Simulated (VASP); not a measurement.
Write the native input for VASP 6.6.1 that does the following.

| Property | Result |
| --- | --- |
| Task | relaxation of cell and atoms |
| Functional | LDA |
| Potentials or basis | VASP PAW LDA potentials, release 64 (Ni) |
| Cutoff | 600 eV |
| k mesh | 9 × 9 × 13 |
| Occupations | fermi-dirac, width 0.1 eV |
| Spin | no spin polarisation |
| Dipole correction | no |
| Further INCAR settings | ALGO = Normal; EDIFF = 1e-06; IBRION = 2; EDIFFG = -0.01; NSW = 80; ISIF = 3 |

The structure of Ni lies in POSCAR:

```
Ni
1.0
    3.9540713024      0.0000000000      0.0000000000
   -1.9770356512      3.4243261962      0.0000000000
    0.0000000000      0.0000000000      2.4238457083
Ni
3
Direct
    0.0000000000      0.0000000000      0.0000000000
    0.3333333333      0.6666666667      0.5000000000
    0.6666666667      0.3333333333      0.5000000000
```

This isn't the form of Ni at room conditions, which is fcc.

The input as run:

INCAR

```
ALGO     = Normal         # electronic algorithm
EDIFF    = 1E-6           # SCF threshold, eV
EDIFFG   = -0.01          # ionic threshold
ENCUT    = 600            # plane-wave cutoff, eV
GGA      = CA             # functional
IBRION   = 2              # ionic algorithm
ISIF     = 3              # what is computed and relaxed
ISMEAR   = -1             # smearing method
LASPH    = T              # aspherical terms in the spheres
LCHARG   = F              # write CHGCAR
LREAL    = F              # projectors in reciprocal space
LWAVE    = F              # write WAVECAR
NELM     = 100            # most SCF steps
NSW      = 80             # ionic steps
PREC     = Accurate       # precision mode
SIGMA    = 0.1            # smearing width, eV
```

KPOINTS

```
k-points
0
Gamma
  9 9 13
```

Potentials or basis: VASP PAW LDA potentials, release 64 (Ni).

Run with:

```sh
$ cat potpaw_LDA.64/Ni/POTCAR > POTCAR
$ mpirun -np 1 vasp_std > vasp.out
```

It gave:

```
Relaxed volume                        : 10.18 Å³/atom
Relaxed cell                          : a = 3.886 Å, b = 3.886 Å, c = 2.335 Å, α = 90.00°, β = 90.00°, γ = 120.00°
Space group after relaxing (to 0.1 Å) : P6/mmm (No. 191)
Energy gained by relaxing             : 39.1 meV/atom
Ionic steps                           : 9
Pressure after relaxing               : 0.0 GPa
Band gap on the k mesh                : zero (bands 15 and 16 overlap by 0.61 eV)
```

Caveat: the run has no spin polarisation, though such a crystal can be magnetic.

Wall time 6.9 min on 1 thread of Intel Xeon 8259CL, with other jobs on the host, peak memory 0.18 GiB.
